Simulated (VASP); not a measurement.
The system is Ir.

```
Ir
1.0
     2.79895    0.00000    0.00000
    -1.39948    2.42396    0.00000
     0.00000    0.00000    9.02718
Ir
4
Direct
  0.00000 0.00000 0.00000
  0.00000 0.00000 0.50000
  0.33333 0.66667 0.75000
  0.66667 0.33333 0.25000
```

Base run:

```yaml
Program: VASP 6.6.1
Functional: r2SCAN
Potentials_or_basis: VASP PAW PBE potentials, release 64 (Ir_sv_GW)
Cutoff: 550 eV
k_mesh: 9 × 9 × 2
Occupations: gaussian, width 0.1 eV
Spin: no spin polarisation
```

Its results: band gap on the k mesh zero (band 34 reaches 11.97 eV, above the bottom of band 35 at 9.76 eV); pressure -24.8 GPa.

Task: The run is repeated on the same cell with these changes: potentials or basis from VASP PAW PBE potentials, release 64 (Ir_sv_GW) to VASP PAW PBE potentials, release 64 (Ir); cutoff from 550 eV to 520 eV; further incar settings from ALGO = Normal; EDIFF = 1e-06; NBANDS = 42 to ALGO = Normal; EDIFF = 1e-06; NBANDS = 26; valence electrons from 68 to 36. What comes out?

Result: Band gap on the k mesh zero (band 18 reaches 9.65 eV, above the bottom of band 19 at 7.44 eV); pressure -21.1 GPa.

Caveats: the PAW data sets were made with another functional, which shifts forces and pressure a little; spin-orbit coupling is left out, which moves the levels of the heavy elements.
